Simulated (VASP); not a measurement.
Write the native input for VASP 6.6.1 that does the following.

```
Task                   : single point
Functional             : PBE
Potentials or basis    : VASP PAW PBE potentials, release 64 (Al, C)
Cutoff                 : 520 eV
k mesh                 : 2 × 2 × 2
Occupations            : methfessel-paxton, width 0.1 eV
Spin                   : no spin polarisation
Dipole correction      : no
Further INCAR settings : LREAL = Auto; ALGO = Normal; EDIFF = 1e-06; NBANDS = 80
```

The structure of Al36C (a cell with a defect) lies in POSCAR:

```
Al36C
1.0
    0.0000000000      6.0583944000      6.0583944000
    6.0583944000      0.0000000000      6.0583944000
    8.0778592000      8.0778592000      0.0000000000
Al C
36 1
Direct
   -0.0003106434     -0.0070058166      0.0012514454
   -0.0123812507      0.0060328690      0.2473418328
   -0.0037712962      0.0014682108      0.5057000746
    0.0059089088     -0.0037055197      0.7512455156
    0.0010377337      0.3296206665     -0.0004695551
    0.0022553005      0.3265524443      0.2537261977
    0.0090536364      0.3303377707      0.5014899864
    0.0049396751      0.3311601008      0.7481406088
    0.0017681252      0.6613323160      0.0002629410
   -0.0076766214      0.6621907943      0.2528250307
   -0.0148124229      0.6736790692      0.5031552791
   -0.0051921347      0.6644686255      0.7559271397
    0.3312263725      0.0027541951     -0.0045146863
    0.3325504857     -0.0252512448      0.2582954157
    0.3345150326      0.0050409396      0.5007185567
    0.3329475380      0.0041799028      0.7462974225
    0.3340951193      0.3250580715      0.0048849576
    0.3340990808      0.3253345474      0.2508048172
    0.3351422615      0.3655319964      0.4879576262
    0.3344901910      0.3325990959      0.7502869696
    0.3370408668      0.6629717768     -0.0086337851
    0.3081184348      0.6800158141      0.2249825053
    0.3192060259      0.6753408131      0.5276499496
    0.3368980072      0.6611030474      0.7573358050
    0.6678127459     -0.0069379768      0.0027512240
    0.6646391328     -0.0032546577      0.2502109717
    0.6593628173      0.0117222477      0.4977674035
    0.6681543381     -0.0017545078      0.7515609458
    0.6708165946      0.3251629673      0.0006860110
    0.6636050304      0.3402914805      0.2464412848
    0.6750345438      0.3297564285      0.5067288744
    0.6734035836      0.3259461781      0.7541693101
    0.6663863779      0.6648176454     -0.0031109109
    0.6810037821      0.6634915515      0.2460567151
    0.6698805380      0.6609986468      0.5063449856
    0.6676601477      0.6635027756      0.7509647482
    0.4310978004      0.6196487472      0.3514722688
```

These files were run (other wordings do the same):

INCAR

```
SYSTEM = Al36C
PREC = Accurate
ENCUT = 520
EDIFF = 1E-6
ISMEAR = 1
SIGMA = 0.1
LREAL = Auto
LASPH = .TRUE.
NELM = 60
ALGO = Normal
ISIF = 2
LWAVE = .FALSE.
LCHARG = .FALSE.
GGA = PE
NBANDS = 80
```

KPOINTS

```
Automatic mesh
0
G
  2 2 2
  0 0 0
```

Potentials or basis: VASP PAW PBE potentials, release 64 (Al, C).

Run with:

```console
$ cat potpaw_PBE.64/Al/POTCAR potpaw_PBE.64/C/POTCAR > POTCAR
$ mpirun -np 1 vasp_std > vasp.out
```

Results of the run:

- Pressure: 1.6 GPa
- Largest force: 0.047 eV/Å
- Band gap on the k mesh: zero (bands 56 and 57 overlap by 0.77 eV)

Caveat: the k points lie up to 0.45 Å⁻¹ apart, too coarse for converged energies and pressures of a metal.

It took 23 min on 1 thread of Intel Xeon 8259CL (shared host), peak memory 0.82 GiB.
